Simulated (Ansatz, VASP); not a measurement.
One calculation of Si3Sn, two programs

```xyz
8
Lattice="5.0235 0.0000 0.0000 0.0000 5.0235 0.0000 0.0000 0.0000 6.5689" Properties=species:S:1:pos:R:3 pbc="T T T"
Si    0.0000    0.0000    5.3942
Si    2.5118    0.0000    4.8909
Si    2.5118    2.5118    1.1746
Si    2.5118    2.5118    5.3942
Si    0.0000    0.0000    1.1746
Si    0.0000    2.5118    1.6779
Sn    0.0000    2.5118    4.3388
Sn    2.5118    0.0000    2.2301
```

Change from the starting cell: the structure that the rattled A15 type (Pm-3n, No. 223) fell into.

Alike in both runs: functional PBE; k mesh 8 × 8 × 6; occupations gaussian, width 0.1 eV; no spin polarisation.

Ansatz relaxed the structure, and its values are those at the end. VASP's run is a single point on that final structure, the one shown.

```csv
,VASP,Ansatz
version,VASP 6.6.1,Ansatz 0.2.0
potentials or method,"VASP PAW PBE potentials, release 64 (Si, Sn_d), cutoff 500 eV","scalar-relativistic, plane waves, PAW"
valence electrons in the cell,52,52
```

```csv
,VASP,Ansatz,Ansatz less VASP
gap on the k mesh at the Fermi level (eV),none,none,-
pressure (GPa),-0.1,0.0,+0.06
```

A gap of «none» marks a metal or a gap that the smearing closes.
